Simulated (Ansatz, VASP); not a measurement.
# BaS in VASP and in Ansatz

The input INCAR:

```
SYSTEM = BaS
PREC     = Accurate       ! precision mode
ENCUT    = 520            ! plane-wave cutoff, eV
EDIFF    = 1E-6           ! SCF threshold, eV
ISMEAR   = -1             ! smearing method
SIGMA    = 0.08           ! smearing width, eV
LREAL    = .FALSE.        ! projectors in reciprocal space
LASPH    = .TRUE.         ! aspherical terms in the spheres
NELM     = 80             ! most SCF steps
ALGO     = Normal         ! electronic algorithm
ISIF     = 2              ! what is computed and relaxed
LWAVE    = .FALSE.        ! write WAVECAR
LCHARG   = .FALSE.        ! write CHGCAR
GGA      = PE             ! functional
NBANDS   = 15             ! bands
```

KPOINTS

```
regular mesh
0
G
  9 9 9
  0 0 0
```

Contents of POSCAR:

```
BaS
1.0
    0.0000000000      3.5394227726      3.5394227726
    3.5394227726      0.0000000000      3.5394227726
    3.5394227726      3.5394227726      0.0000000000
Ba S
1 1
Direct
    0.0000000000      0.0000000000      0.0000000000
    0.2500000000      0.2500000000      0.2500000000
```

Input for Ansatz:

```yaml
crystal:
  lattice:
    - [0.0, 3.5394227726, 3.5394227726]
    - [3.5394227726, 0.0, 3.5394227726]
    - [3.5394227726, 3.5394227726, 0.0]
  atoms:
    - { symbol: Ba, position: [0.0, 0.0, 0.0] }
    - { symbol: S, position: [0.25, 0.25, 0.25] }
kpoints:
  mp_grid: { grid: [9, 9, 9] }
scf:
  occupations: { method: fermi_dirac, width: 0.08 }
hamiltonian:
  xc: pbe
  pseudopotentials: { kind: all_electron, lapw: { basis_error: 0.00025 } }
output:
  forces: true
  stress: true
  eigenvalues: true
```

Change from the starting cell: volume scaled by 1.02.

Alike in both runs: task single point; functional PBE; k mesh 9 × 9 × 9; occupations fermi-dirac, width 0.08 eV; no spin polarisation.

```csv
,VASP,Ansatz
version,VASP 6.6.1,Ansatz 0.2.0
potentials or method,"VASP PAW PBE potentials, release 64 (Ba_sv, S), cutoff 520 eV","all-electron LAPW, scalar-relativistic"
```

VASP gave:

| Item | Value |
| --- | --- |
| pressure (GPa) | -0.1 |

Which values does Ansatz return?

Pressure (GPa): -0.5.

Ansatz ran all-electron here, and VASP with PAW potentials.

Spin-orbit coupling is off throughout.
